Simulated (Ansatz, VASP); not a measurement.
# SiNi3 in VASP and in Ansatz

Contents of INCAR:

```
ALGO = Fast
EDIFF = 1E-6
ENCUT = 520
GGA = PE
ISIF = 2
ISMEAR = 0
LASPH = T
LCHARG = T
LELF = T
LREAL = F
LVHAR = T
LWAVE = F
NBANDS = 25
NELM = 80
PREC = Accurate
SIGMA = 0.1
```

KPOINTS

```
k-points
0
Gamma
  14 14 14
```

The input POSCAR:

```
SiNi3
1.0
   -2.3349380354      2.3349380354      2.3349380354
    2.3349380354     -2.3349380354      2.3349380354
    2.3349380354      2.3349380354     -2.3349380354
Si Ni
1 3
Direct
    0.0000000000      0.0000000000      0.0000000000
    0.0000000000      0.5000000000      0.5000000000
    0.5000000000      0.0000000000      0.5000000000
    0.5000000000      0.5000000000      0.0000000000
```

Input for Ansatz:

```yaml
crystal:
  lattice:
    - [-2.3349380354, 2.3349380354, 2.3349380354]
    - [2.3349380354, -2.3349380354, 2.3349380354]
    - [2.3349380354, 2.3349380354, -2.3349380354]
  atoms:
    - { symbol: Si, position: [0.0, 0.0, 0.0] }
    - { symbol: Ni, position: [0.0, 0.5, 0.5] }
    - { symbol: Ni, position: [0.5, 0.0, 0.5] }
    - { symbol: Ni, position: [0.5, 0.5, 0.0] }
basis:
  ecutwfc: 420
kpoints:
  mp_grid: { grid: [14, 14, 14] }
  band_path:
    path:
      - [[0.0, 0.0, 0.0], [0.5, -0.5, 0.5], [0.0, 0.0, 0.5], [0.0, 0.0, 0.0], [0.25, 0.25, 0.25], [0.5, -0.5, 0.5]]
      - [[0.25, 0.25, 0.25], [0.0, 0.0, 0.5]]
    npoints: 14
hamiltonian:
  xc: pbe
scf:
  occupations: { method: gaussian, width: 0.1 }
  n_extra_bands: 10
output:
  forces: true
  stress: true
  eigenvalues: true
  populations: true
  dos: { projected: true, de: 0.02, nscf_kmesh: { grid: [17, 17, 17] } }
  bader: true
```

Alike in both runs: task single point; functional PBE; k mesh 14 × 14 × 14; occupations gaussian, width 0.1 eV; no spin polarisation.

|  | VASP | Ansatz |
| --- | --- | --- |
| version | VASP 6.6.1 | Ansatz 0.2.0 |
| potentials or method | VASP PAW PBE potentials, release 64 (Si, Ni), cutoff 520 eV | scalar-relativistic, plane waves, PAW |
| valence electrons in the cell | 34 | 58 |

|  | VASP | Ansatz | Ansatz less VASP |
| --- | --- | --- | --- |
| gap on the k mesh at the Fermi level (eV) | none | none | - |
| pressure (GPa) | 0.1 | 0.0 | -0.11 |

A gap of «none» marks a metal or a gap that the smearing closes. VASP's potentials hold 34 valence electrons a cell and Ansatz's 58, so a difference there can come from the potentials and not from the codes.
